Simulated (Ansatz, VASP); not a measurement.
# One calculation of Ti, two programs

Contents of POSCAR:

```
Ti
1.0
    2.8897790207      0.0000000000      0.0000000000
   -1.4448895104      2.5026220433      0.0000000000
    0.0000000000      0.0000000000      4.5844629888
Ti
2
Direct
    0.6666666667      0.3333333333      0.7500000000
    0.3333333333      0.6666666667      0.2500000000
```

The input INCAR.step1:

```
ALGO = Normal
EDIFF = 1E-4
ENCUT = 520
GGA = PE
ISMEAR = -1
LASPH = True
LCHARG = False
LREAL = False
LWAVE = True
NBANDS = 19
NELM = 60
PREC = Accurate
SIGMA = 0.05
```

File INCAR.step2:

```
ALGO = Normal
EDIFF = 1E-7
ENCUT = 520
ISIF = 2
ISMEAR = -1
ISTART = 1
LASPH = True
LCHARG = True
LELF = True
LMIXTAU = True
LREAL = False
LVHAR = True
LWAVE = False
METAGGA = R2SCAN
NBANDS = 19
NELM = 60
PREC = Accurate
SIGMA = 0.05
```

Contents of KPOINTS:

```
k-points
0
Gamma
  10 10 6
```

The input input.yaml:

```yaml
crystal:
  lattice:
    - [2.8897790207, 0.0, 0.0]
    - [-1.4448895104, 2.5026220433, 0.0]
    - [0.0, 0.0, 4.5844629888]
  atoms:
    - { symbol: Ti, position: [0.6666666667, 0.3333333333, 0.75] }
    - { symbol: Ti, position: [0.3333333333, 0.6666666667, 0.25] }
hamiltonian:
  xc: r2scan
  pseudopotentials: { kind: paw }
kpoints:
  mp_grid: { grid: [10, 10, 6] }
scf:
  occupations: { method: fermi_dirac, width: 0.05 }
output:
  forces: true
  stress: true
  eigenvalues: true
  write_density: true
  write_potential: true
  elf: true
  volumetric_format: npy
```

Alike in both runs: task single point; functional r2SCAN; k mesh 10 × 10 × 6; occupations fermi-dirac, width 0.05 eV; no spin polarisation.

|  | VASP | Ansatz |
| --- | --- | --- |
| version | VASP 6.6.1 | Ansatz 0.2.0 |
| potentials or method | VASP PAW PBE potentials, release 64 (Ti_sv) | Ansatz PAW |
| plane-wave cutoff (eV) | 520 | 500 |
| valence electrons in the cell | 24 | 24 |

VASP gave:

- gap on the k mesh at the Fermi level (eV): none
- pressure (GPa): 5.9
- traceless stress, the component that is largest in VASP (GPa): -0.45

Question: Estimate Ansatz's values.

Answer: gap on the k mesh at the Fermi level (eV): none; pressure (GPa): 5.5; traceless stress, the component that is largest in VASP (GPa): -0.46.

VASP's potentials were made for PBE, not for r2SCAN. A gap of «none» marks a metal or a gap that the smearing closes.
